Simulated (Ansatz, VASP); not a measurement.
# Two plane-wave programs on C

Contents of POSCAR:

```
C
1.0
   -2.1731842891      2.1731842891      1.1855121455
    2.1731842891     -2.1731842891      1.1855121455
    2.1731842891      2.1731842891     -1.1855121455
C
2
Direct
    0.0000000000      0.0000000000      0.0000000000
    0.7500000000      0.2500000000      0.5000000000
```

File INCAR.step1:

```
SYSTEM = C
  PREC = Accurate
  ENCUT = 600
  ISMEAR = 0
  SIGMA = 0.1
  LREAL = .False.
  LASPH = .True.
  NELM = 100
  GGA = PE
  ALGO = Normal
  EDIFF = 1E-4
  LWAVE = .True.
  LCHARG = .False.
```

The input INCAR.step2:

```
SYSTEM = C
  PREC = Accurate
  ENCUT = 600
  EDIFF = 1E-7
  ISMEAR = 0
  SIGMA = 0.1
  LREAL = .False.
  LASPH = .True.
  NELM = 100
  ALGO = Normal
  ISIF = 3
  LWAVE = .False.
  LCHARG = .False.
  METAGGA = R2SCAN
  LMIXTAU = .True.
  IBRION = 2
  NSW = 90
  EDIFFG = -0.04
  ISTART = 1
```

Contents of KPOINTS:

```
Automatic mesh
0
Gamma
  8 8 8
  0 0 0
```

Input for Ansatz:

```yaml
crystal:
  lattice:
    - [-2.1731842891, 2.1731842891, 1.1855121455]
    - [2.1731842891, -2.1731842891, 1.1855121455]
    - [2.1731842891, 2.1731842891, -1.1855121455]
  atoms:
    - { symbol: C, position: [0.0, 0.0, 0.0] }
    - { symbol: C, position: [0.75, 0.25, 0.5] }
basis:
  ecutwfc: 500
kpoints:
  mp_grid: { grid: [8, 8, 8] }
hamiltonian:
  xc: r2scan
scf:
  occupations: { method: gaussian, width: 0.1 }
  lower_state_search: "off"
output:
  forces: true
  stress: true
  eigenvalues: true
relax:
  adjacent_minimum: "off"
  f_tol: 0.04
  max_steps: 70
  cell: { stress_tol: 0.4 }
```

Alike in both runs: task relaxation of cell and atoms; functional r2SCAN; k mesh 8 × 8 × 8; occupations gaussian, width 0.1 eV; no spin polarisation.

|  | VASP | Ansatz |
| --- | --- | --- |
| version | VASP 6.6.1 | Ansatz 0.2.0 |
| potentials or method | VASP PAW PBE potentials, release 64 (C), cutoff 600 eV | scalar-relativistic, plane waves, PAW |
| valence electrons in the cell | 8 | 8 |

|  | VASP | Ansatz | Ansatz less VASP |
| --- | --- | --- | --- |
| gap on the k mesh at the Fermi level, each at its own relaxed structure (eV) | 3.94 | 4.36 | +0.420 |
| relaxed volume (Å³/atom) | 5.61 | 5.64 | +0.034 |
| relaxed cell length with the largest relative difference (Å) | 2.507 | 2.518 | +0.0107 |

VASP's potentials were made for PBE, not for r2SCAN. One of these differences is far larger than is usual between the two programs; its cause wasn't traced.

Noted on VASP's run: the volume moved by over 15 % at a fixed basis, so the end points are rough.
